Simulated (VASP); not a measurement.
## I: relaxation of cell and atoms with LDA

The system is I.

```xyz
1
Lattice="0.0000 2.3656 3.9098 2.1922 0.0000 3.9098 2.1922 2.3656 0.0000" Properties=species:S:1:pos:R:3 pbc="T T T"
I     0.0000    0.0000    0.0000
```

```
Program                : VASP 6.6.1
Task                   : relaxation of cell and atoms
Functional             : LDA
Potentials or basis    : VASP PAW LDA potentials, release 64 (I)
Cutoff                 : 600 eV
k mesh                 : 9 × 9 × 9
Occupations            : fermi-dirac, width 0.05 eV
Spin                   : no spin polarisation
Dipole correction      : no
Further INCAR settings : ALGO = Normal; EDIFF = 1e-06; IBRION = 2; EDIFFG = -0.01; NSW = 60; ISIF = 3
```

```json
{
 "Relaxed volume": "35.13 Å³/atom",
 "Relaxed cell": "a = 4.197 Å, b = 4.170 Å, c = 3.150 Å, α = 68.33°, β = 67.44°, γ = 44.23°",
 "Space group after relaxing (to 0.1 Å)": "Fmmm (No. 69)",
 "Energy gained by relaxing": "35.2 meV/atom",
 "Ionic steps": "20",
 "Pressure after relaxing": "0.0 GPa",
 "Band gap on the k mesh": "zero (an odd number of electrons rules out a gap without spin polarisation)"
}
```

The path:
| step | energy change (eV) | largest force (eV/Å) | pressure (GPa) | volume (Å³) |
| --- | --- | --- | --- | --- |
| 1 | 0.0000 | 0.0000 | -2.31 | 40.55 |
| 2 | -0.0173 | 0.0000 | 0.86 | 37.21 |
| 3 | -0.0213 | 0.0000 | -0.24 | 38.15 |
| 4 | -0.0248 | 0.0000 | -0.22 | 37.64 |
| 5 | -0.0325 | 0.0000 | -0.05 | 36.13 |
| 6 | -0.0237 | 0.0000 | 0.82 | 33.10 |
| 7 | -0.0341 | 0.0000 | 0.04 | 35.41 |
| 8 | -0.0342 | 0.0000 | 0.10 | 35.12 |
| 9 | -0.0342 | 0.0000 | 0.09 | 35.18 |
| 10 | -0.0344 | 0.0000 | -0.15 | 35.35 |
| 11 | -0.0344 | 0.0000 | -0.14 | 35.34 |
| 12 | -0.0346 | 0.0000 | -0.12 | 35.33 |
| 13 | -0.0349 | 0.0000 | -0.09 | 35.28 |
| 14 | -0.0352 | 0.0000 | -0.03 | 35.19 |
| 15 | -0.0352 | 0.0000 | -0.02 | 35.18 |
| 16 | -0.0352 | 0.0000 | -0.02 | 35.17 |
| 17 | -0.0352 | 0.0000 | -0.01 | 35.15 |
| 18 | -0.0352 | 0.0000 | -0.01 | 35.16 |
| 19 | -0.0352 | 0.0000 | -0.01 | 35.15 |
| 20 | -0.0352 | 0.0000 | -0.02 | 35.13 |

Final structure:
```
I
1.0
     0.00000    2.25190    3.54151
     2.20242    0.00000    3.54151
     2.20242    2.25190    0.00000
I
1
Direct
  0.00000 0.00000 0.00000
```

Levels at points of the mesh, in eV from the Fermi level:
```
           k point  band 2  band 3  band 4  band 5  band 6  band 7
(0.00, 0.00, 0.00)   -1.56    1.05    1.13    4.73    7.54    8.57
```

Wall time 5.1 min on 1 thread of Intel(R) Xeon(R) Platinum 8488C (Sapphire Rapids), with other jobs on the host, peak memory 0.19 GiB.

Caveat: spin-orbit coupling is left out, which moves the levels of the heavy elements; an odd number of electrons without spin polarisation forces a metal; a magnetic or distorted state may lie lower.
